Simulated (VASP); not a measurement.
S, 2 atoms in the cell. The typed cell holds 2 atoms: a = 3.046 Å, b = 3.046 Å, c = 3.046 Å, α = 59.95°, β = 59.95°, γ = 59.95°.  This cell differs from its parent crystal: volume scaled by 0.58.

- Program: VASP 6.6.1
- Task: single point
- Functional: PBE
- Potentials or basis: VASP PAW PBE potentials, release 64 (S)
- Cutoff: 520 eV
- k mesh: 13 × 13 × 13
- Occupations: fermi-dirac, width 0.05 eV
- Spin: no spin polarisation
- Dipole correction: no
- Further INCAR settings: ALGO = Normal; EDIFF = 1e-07; NBANDS = 13

Potentials or basis: VASP PAW PBE potentials, release 64 (S).

The run is started by

```bash
$ cat potpaw_PBE.64/S/POTCAR > POTCAR
$ mpirun -np 1 vasp_std > vasp.out
```

Hardware: 1 thread of Intel(R) Xeon(R) Platinum 8488C (Sapphire Rapids), on a shared host.

Task: Estimate the wall time of this run.

Result: Run time: 40 s on 1 thread of Intel(R) Xeon(R) Platinum 8488C (Sapphire Rapids) (shared host), peak memory 0.16 GiB. Counts: scf iterations 11, k points 231.
